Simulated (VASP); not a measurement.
Runs of VASP 6.6.1 on Bi2Te2O3. The structure is that of space group R-3m (No. 166), or close to it. The cells are those of the table. 

| cell | gap on the mesh (eV) | pressure (GPa) | largest force (eV/Å) |
| --- | --- | --- | --- |
| a = 10.766 Å, angles 24.0°, 7 atoms | none | 0.0 | (a) |
| a = 5.885 Å, angles 56.1°, 7 atoms | none | -0.4 | 0.03 |
| a = 5.855 Å, angles 56.5°, 7 atoms | none | 0.0 | 0.01 |
| a = 6.177 Å, angles 56.8°, 7 atoms | none | 0.3 | 0.03 |

Alike in all rows: task single point; level PBE; potentials or basis VASP PAW PBE potentials, release 64 (Bi_d, Te, O); no spin polarisation; k mesh 3 × 3 × 3; cutoff (eV) 520; smearing gaussian 0.15 eV.

Problem. Fill in the values left out.

Solution. (a) 0.27.

Caveats: all runs use coarse meshes; spin-orbit coupling is left out, which moves the levels of the heavy elements.

A k mesh can miss the band edges, and the runs leave out spin-orbit coupling on Bi, Te.

A gap of «none» marks levels without a gap at the run's occupations.
